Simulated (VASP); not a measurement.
Crystal: SiW3.

```
Si W
1.0
    -2.60617    2.60617    2.60617
     2.60617   -2.60617    2.60617
     2.60617    2.60617   -2.60617
Si W
1 3
Direct
  0.00000 0.00000 0.00000
  0.50000 0.50000 0.00000
  0.50000 0.00000 0.50000
  0.00000 0.50000 0.50000
```

Base run:

```yaml
Program: VASP 6.6.1
Functional: r2SCAN
Potentials_or_basis: VASP PAW PBE potentials, release 64 (Si, W_sv)
Cutoff: 550 eV
k_mesh: 7 × 7 × 7
Occupations: fermi-dirac, width 0.1 eV
Spin: no spin polarisation
```

Its results: band gap on the k mesh zero (bands 23 and 24 overlap by 1.26 eV); pressure -3.1 GPa.

Task: The run is repeated on the same cell with these changes: functional from r2SCAN to PBEsol; cutoff from 550 eV to 500 eV. What comes out?

Result: Band gap on the k mesh zero (bands 23 and 24 overlap by 1.24 eV); pressure -6.1 GPa.

Caveats: the cell stands under tension; the PAW data sets were made with another functional, which shifts forces and pressure a little; spin-orbit coupling is left out, which moves the levels of the heavy elements.
